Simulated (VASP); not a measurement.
# Al2Ru (I4/mmm) in VASP: notebook

Al2Ru is run at these levels: r2SCAN; tasks: single point.

Program: VASP 6.6.1. These are calculated values, not measurements. Logs are shortened: lines on timing, memory, paths and dates and some standing lists are left out, and cuts for length are marked.

## 1. The cell of the first run

Symmetry: I4/mmm, No. 139, tetragonal system. Conventional cell: a = 3.121 Å, b = 3.121 Å, c = 8.444 Å, α = 90.00°, β = 90.00°, γ = 90.00°. Within 3.4 Å of Al (site symmetry 4mm) lie 5 Ru at 2.58 to 2.88 Å and 9 Al at 2.69 to 3.12 Å. Within 3.4 Å of Ru (site symmetry 4/mmm) lie 10 Al at 2.58 to 2.88 Å and 4 Ru at 3.12 Å.

## 2. Single point, r2SCAN

POSCAR

```
Al2Ru
1.0
   -1.5604216200      1.5604216200      4.2218055900
    1.5604216200     -1.5604216200      4.2218055900
    1.5604216200      1.5604216200     -4.2218055900
Al Ru
2 1
Direct
    0.6592021900      0.6592021900      0.0000000000
    0.3407978100      0.3407978100      0.0000000000
    0.0000000000      0.0000000000      0.0000000000
```

INCAR.step1

```
  PREC = Accurate
  ENCUT = 520
  ISMEAR = 0
  SIGMA = 0.1
  LREAL = F
  LASPH = T
  NELM = 100
  NBANDS = 17
  GGA = PE
  ALGO = Normal
  EDIFF = 1E-4
  LWAVE = T
  LCHARG = F
```

INCAR.step2

```
  PREC = Accurate
  ENCUT = 520
  EDIFF = 1E-6
  ISMEAR = 0
  SIGMA = 0.1
  LREAL = F
  LASPH = T
  NELM = 100
  ALGO = Normal
  ISIF = 2
  LWAVE = F
  LCHARG = F
  METAGGA = R2SCAN
  LMIXTAU = T
  NBANDS = 17
  ISTART = 1
```

KPOINTS

```
Automatic mesh
0
Gamma
  10 10 10
```

Potentials or basis: VASP PAW PBE potentials, release 64 (Al, Ru_pv).

The run is started by

```sh
cat potpaw_PBE.64/Al/POTCAR potpaw_PBE.64/Ru_pv/POTCAR > POTCAR
cp INCAR.step1 INCAR
mpirun -np 1 vasp_std > vasp.out
cp INCAR.step2 INCAR
mpirun -np 1 vasp_std > vasp.out
```

OUTCAR:

```text
PREC = Accurate
   ENCUT = 520
   EDIFF = 1E-6
   ISMEAR = 0
   LREAL = F
   LASPH = T
   NELM = 100
   ISIF = 2
   METAGGA = R2SCAN
   ISTART = 1

 ion  position               nearest neighbor table
   1  0.659  0.659  0.000-   3 2.58   3 2.58   3 2.58   3 2.58   2 2.69   2 2.69   2 2.69   2 2.69
                             2 2.69   3 2.88
   2  0.341  0.341  0.000-   3 2.58   3 2.58   3 2.58   3 2.58   1 2.69   1 2.69   1 2.69   1 2.69
                             1 2.69   3 2.88
   3  0.000  0.000  0.000-   1 2.58   1 2.58   1 2.58   2 2.58   1 2.58   2 2.58   2 2.58   2 2.58
                             1 2.88   2 2.88

  LATTYP: Found a body centered tetragonal cell.
 ALAT       =     3.1208432400
 C/A-ratio  =     2.7055544065

  Lattice vectors:

 A1 = (  -1.5604216200,   1.5604216200,   4.2218055900)
 A2 = (   1.5604216200,  -1.5604216200,   4.2218055900)
 A3 = (   1.5604216200,   1.5604216200,  -4.2218055900)

Analysis of symmetry for initial positions (statically):
=====================================================================
 Subroutine PRICEL returns:
 Original cell was already a primitive cell.

 Routine SETGRP: Setting up the symmetry group for a
 body centered tetragonal supercell.

 Subroutine GETGRP returns: Found 16 space group operations
 (whereof 16 operations were pure point group operations)
 out of a pool of 16 trial point group operations.

The static configuration has the point symmetry D_4h.

Analysis of symmetry for dynamics (positions and initial velocities):
=====================================================================
 Subroutine PRICEL returns:
 Original cell was already a primitive cell.

 Routine SETGRP: Setting up the symmetry group for a
 body centered tetragonal supercell.

 Subroutine GETGRP returns: Found 16 space group operations
 (whereof 16 operations were pure point group operations)
 out of a pool of 16 trial point group operations.

The dynamic configuration has the point symmetry D_4h.

 Subroutine INISYM returns: Found 16 space group operations
 (whereof 16 operations are pure point group operations),
 and found     1 'primitive' translations

----------------------------------------------------------------------------------------

                                     Primitive cell

  volume of cell :      41.1190

  direct lattice vectors                    reciprocal lattice vectors
    -1.560421620  1.560421620  4.221805590     0.000000000  0.320426219  0.118432739
     1.560421620 -1.560421620  4.221805590     0.320426219  0.000000000  0.118432739
     1.560421620  1.560421620 -4.221805590     0.320426219  0.320426219  0.000000000

  length of vectors
     4.763766756  4.763766756  4.763766756     0.341612757  0.341612757  0.453151105

  position of ions in fractional coordinates (direct lattice)
     0.659202190  0.659202190  0.000000000
     0.340797810  0.340797810  0.000000000
     0.000000000  0.000000000  0.000000000

  ion indices of the primitive-cell ions
   primitive index   ion index
                 1           1
                 2           2
                 3           3

----------------------------------------------------------------------------------------

 KPOINTS: Automatic mesh

Automatic generation of k-mesh.
 Grid dimensions read from file:
 generate k-points for:   10   10   10

 Generating k-lattice:

  Cartesian coordinates                     Fractional coordinates (reciprocal lattice)
     0.000000000  0.032042622  0.011843274     0.100000000  0.000000000  0.000000000
     0.032042622  0.000000000  0.011843274     0.000000000  0.100000000  0.000000000
     0.032042622  0.032042622  0.000000000     0.000000000  0.000000000  0.100000000

  Length of vectors
     0.034161276  0.034161276  0.045315110

  Shift w.r.t. Gamma in fractional coordinates (k-lattice)
     0.000000000  0.000000000  0.000000000

 Subroutine IBZKPT returns following result:
 ===========================================

 Found    102 irreducible k-points:

 Following reciprocal coordinates:
            Coordinates               Weight
  0.000000  0.000000  0.000000      1.000000
  0.100000  0.000000 -0.000000      8.000000
  0.200000  0.000000 -0.000000      8.000000
  0.300000  0.000000  0.000000      8.000000
  0.400000  0.000000 -0.000000      8.000000
  0.500000  0.000000 -0.000000      4.000000
[... 16 lines left out ...]
  0.300000  0.300000  0.000000      8.000000
  0.400000  0.300000 -0.000000     16.000000
 [... further k-points ...]
   k-points           NKPTS =    102   k-points in BZ     NKDIM =    102   number of bands    NBANDS=     17
   number of dos      NEDOS =    301   number of ions     NIONS =      3
   total plane-waves  NPLWV =  46656
   dimension x,y,z NGX =    36 NGY =   36 NGZ =   36
   dimension x,y,z NGXF=    72 NGYF=   72 NGZF=   72
   ions per type =               2   1
   NGX,Y,Z   is equivalent  to a cutoff of  12.56, 12.56, 12.56 a.u.
   NGXF,Y,Z  is equivalent  to a cutoff of  25.13, 25.13, 25.13 a.u.
 SYSTEM =  unknown system
   PREC   = accura    normal or accurate (medium, high low for compatibility)
   ISTART =      1    job   : 0-new  1-cont  2-samecut
   ICHARG =      0    charge: 1-file 2-atom 10-const
   ISPIN  =      1    spin polarized calculation?
   LNONCOLLINEAR =      F non collinear calculations
   LSORBIT =      F    spin-orbit coupling
   LASPH  =      T    aspherical Exc in radial PAW
   ENCUT  =  520.0 eV  38.22 Ry    6.18 a.u.   8.86  8.86  8.86*2*pi/ulx,y,z
   NELM   =    100;   NELMIN=  2; NELMDL=  0     # of ELM steps
   EDIFF  = 0.1E-05   stopping-criterion for ELM
   LREAL  =      F    real-space projection
   EDIFFG = 0.1E-04   stopping-criterion for IOM
   NSW    =      0    number of steps for IOM
   IBRION =     -1    ionic relax: 0-MD 1-quasi-New 2-CG
   NFREE  =      0    steps in history (QN), initial steepest desc. (CG)
   ISIF   =      2    stress and relaxation
   ISYM   =      2    0-nonsym 1-usesym 2-fastsym
   POTIM  = 0.5000    time-step for ionic-motion
   TEBEG  =    0.0;   TEEND  =   0.0 temperature during run
   PSTRESS=    0.0 pullay stress
   NELECT =      20.0000    total number of electrons
   NUPDOWN=      -1.0000    fix difference up-down
   EMIN   =  10.00;   EMAX   =-10.00  energy-range for DOS
   EFERMI =   0.00;   METHOD = LEGACY
   ISMEAR =     0;   SIGMA  =   0.10  broadening in eV -4-tet -1-fermi 0-gaus
   EFERMI_NEDOS =   21; number of points for ismear=-14 and -15
   IALGO  =     38    algorithm
   IMIX   =      4    mixing-type and parameters
     AMIX     =   0.40;   BMIX     =  1.00
     AMIX_MAG =   1.60;   BMIX_MAG =  1.00
  volume/ion in A,a.u.               =      13.71        92.49
  Fermi-wavevector in a.u.,A,eV,Ry     =   1.287471  2.432967 22.552766  1.657582
  Thomas-Fermi vector in A             =   2.419483
   LORBIT       =      0    0 simple, 1 ext, 2 COOP (PROOUT), +10 PAW based schemes
   METAGGA = R2SCAN    functional components
   LHFCALC =     F    Hartree Fock is set to
   AEXX    =    0.0000 exact exchange contribution
   IVDW    =     0    specifies the selected vdW correction
   LEPSILON=     F    determine dielectric tensor
   LRPA    =     F    only Hartree local field effects (RPA)
 non-spin polarized calculation
 Gauss-broadening in eV      SIGMA  =   0.10
  energy-cutoff  :      520.00
  volume of cell :       41.12
 maximum number of plane-waves:      1122
   NGX = 17   NGY = 17   NGZ = 17

 number of electron      19.9999999 magnetization

 Free energy of the ion-electron system (eV)
  ---------------------------------------------------
  ext. energy  EPLUGINS =         0.00000000
  ---------------------------------------------------
  free energy    TOTEN  =       -41.17425654 eV

  energy without entropy =      -41.17366798  energy(sigma->0) =      -41.17396226

 E-fermi :  10.6441     XC(G=0): -12.8632

 val. band max:       10.6179444039   @ k =  -0.2000   0.2000   0.0000
 cond. band min:      10.7015293993   @ k =   0.5000   0.5000   0.2000
 fundamental gap:      0.0835849954
 Fermi energy:        10.6441050635

 k-point     1 :       0.0000    0.0000    0.0000
  band No.  band energies     occupation
      1     -33.4709      2.00000
      2     -33.4709      2.00000
      3     -33.3896      2.00000
      4      -0.9849      2.00000
      5       4.8335      2.00000
      6       6.6564      2.00000
[... 9 lines left out ...]
     16      17.2021      0.00000
     17      19.0140      0.00000

 k-point     2 :       0.1000    0.0000   -0.0000
  band No.  band energies     occupation
      1     -33.4851      2.00000
      2     -33.4697      2.00000
      3     -33.3882      2.00000
      4      -0.7865      2.00000
      5       4.9228      2.00000
      6       6.7186      2.00000
[... 9 lines left out ...]
     16      17.8974      0.00000
     17      20.3711      0.00000

 k-point     3 :       0.2000    0.0000   -0.0000
  band No.  band energies     occupation
      1     -33.5221      2.00000
      2     -33.4664      2.00000
      3     -33.3846      2.00000
      4      -0.2040      2.00000
      5       5.1311      2.00000
      6       6.7158      2.00000
[... 9 lines left out ...]
     16      19.2131      0.00000
     17      19.9315      0.00000

 k-point     4 :       0.3000    0.0000    0.0000
  band No.  band energies     occupation
      1     -33.5675      2.00000
      2     -33.4623      2.00000
      3     -33.3801      2.00000
      4       0.7243      2.00000
      5       5.1824      2.00000
      6       6.2606      2.00000
[... 9 lines left out ...]
     16      19.9316      0.00000
     17      20.8867      0.00000
[... 343 lines left out ...]
      1     -33.5182      2.00000
      2     -33.5156      2.00000
      3     -33.3792      2.00000
      4       0.3646      2.00000
      5       5.8273      2.00000
      6       6.9012      2.00000
[... 9 lines left out ...]
     16      19.9306      0.00000
     17      20.1887      0.00000

 k-point    23 :       0.3000    0.3000    0.0000
  band No.  band energies     occupation
      1     -33.5580      2.00000
      2     -33.5555      2.00000
      3     -33.3709      2.00000
      4       2.4845      2.00000
      5       4.7103      2.00000
      6       6.4604      2.00000
[... 9 lines left out ...]
     16      18.8163      0.00000
     17      20.2553      0.00000

 k-point    24 :       0.4000    0.3000   -0.0000
  band No.  band energies     occupation
      1     -33.5925      2.00000
      2     -33.5526      2.00000
      3     -33.3672      2.00000
      4       3.4324      2.00000
      5       4.4263      2.00000
      6       6.1219      2.00000
[... 9 lines left out ...]
     16      18.5080      0.00000
     17      20.1429      0.00000

 [... further k-points ...]

------------------------ aborting loop because EDIFF is reached ----------------------------------------

  FORCE on cell =-STRESS in cart. coord.  units (eV):
  Direction    XX          YY          ZZ          XY          YZ          ZX
  --------------------------------------------------------------------------------------
  -------------------------------------------------------------------------------------
  Total        0.0251365      0.0251365     -0.0318943      0.0000000      0.0000000      0.0000000
  in kB        0.9794282      0.9794282     -1.2427427      0.0000000      0.0000000      0.0000000
  external PRESSURE =       0.2387046 kB  Pullay stress =       0.0000000 kB

 VOLUME and BASIS-vectors are now :
 -----------------------------------------------------------------------------
  energy-cutoff  :      520.00
  volume of cell :       41.12
      direct lattice vectors                 reciprocal lattice vectors
    -1.560421620  1.560421620  4.221805590     0.000000000  0.320426219  0.118432739
     1.560421620 -1.560421620  4.221805590     0.320426219  0.000000000  0.118432739
     1.560421620  1.560421620 -4.221805590     0.320426219  0.320426219  0.000000000

 POSITION                                       TOTAL-FORCE (eV/Angst)
 -----------------------------------------------------------------------------------
      0.00000      0.00000      5.56605        -0.000000     -0.000000     -0.003580
      0.00000      0.00000      2.87756        -0.000000     -0.000000      0.003580
      0.00000      0.00000      0.00000         0.000000      0.000000     -0.000000
 -----------------------------------------------------------------------------------
    total drift:                                0.000000     -0.000000      0.000000

  FREE ENERGIE OF THE ION-ELECTRON SYSTEM (eV)
  ---------------------------------------------------
  free  energy   TOTEN  =       -41.1742565355 eV

  energy  without entropy=      -41.1736679773  energy(sigma->0) =      -41.17396226
```

It took 4.2 min on 1 thread of Intel Xeon Platinum 8375C at 2.90GHz (Ice Lake), shared host; peak memory 0.26 GiB.

What came out:

```
Free energy            : -41.1743 eV
Pressure               : 0.0 GPa
Largest force          : 0.004 eV/Å
Band gap on the k mesh : 0.08 eV, indirect (least direct gap 0.68 eV)
```

Forces in eV/Å, atoms in the order of the input:
```
Al   0.000  0.000 -0.004
Al   0.000  0.000  0.004
Ru   0.000  0.000  0.000
```

Stress tensor (GPa, compression positive):
```
 0.10  0.00  0.00
 0.00  0.10  0.00
 0.00  0.00 -0.12
```

Caveat: the PAW data sets were made with another functional, which shifts forces and pressure a little. A k mesh can miss the band edges.

(Continued in part 2 of 2.)
